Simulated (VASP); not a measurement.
Wanted: the native input for a VASP 6.6.1 run.

```yaml
Task: single point
Functional: PBE
Potentials_or_basis: VASP PAW PBE potentials, release 64 (Si, Sn_d)
Cutoff: 520 eV
k_mesh: 12 × 12 × 4
Occupations: gaussian, width 0.1 eV
Spin: no spin polarisation
Dipole_correction: no
Further_INCAR_settings: ALGO = Fast; EDIFF = 1e-07; NBANDS = 41
```

The structure of SiSn2 lies in POSCAR:

```
SiSn2
1.0
    3.2711425492      0.0000000000      0.0000000000
   -1.6355712746      2.8328925470      0.0000000000
    0.0000000000      0.0000000000     15.4886843438
Si Sn
2 4
Direct
    0.3333333333      0.6666666667      0.6580387697
    0.3333333333      0.6666666667      0.3419612303
    0.6666666667      0.3333333333      0.8105382890
    0.6666666667      0.3333333333      0.1894617110
    0.6666666667      0.3333333333      0.5000000000
    0.3333333333      0.6666666667      0.0000000000
```

The input as run:

INCAR

```
  ALGO = Fast
  EDIFF = 1E-7
  ENCUT = 520
  GGA = PE
  ISIF = 2
  ISMEAR = 0
  LASPH = T
  LCHARG = T
  LELF = T
  LREAL = F
  LVHAR = T
  LWAVE = F
  NBANDS = 41
  NELM = 60
  PREC = Accurate
  SIGMA = 0.1
```

KPOINTS

```
k-points
0
Gamma
  12 12 4
```

Potentials or basis: VASP PAW PBE potentials, release 64 (Si, Sn_d).

Launch:

```console
$ cat potpaw_PBE.64/Si/POTCAR potpaw_PBE.64/Sn_d/POTCAR > POTCAR
$ mpirun -np 1 vasp_std > vasp.out
```

It gave:

| Item | Value |
| --- | --- |
| Pressure | 0.0 GPa |
| Band gap on the k mesh | zero (band 32 reaches 12.53 eV, above the bottom of band 33 at 5.60 eV) |

Caveat: spin-orbit coupling is left out, which moves the levels of the heavy elements.

Run time: 13 min on 1 thread of AMD EPYC 7R13, on a shared host, peak memory 0.38 GiB.
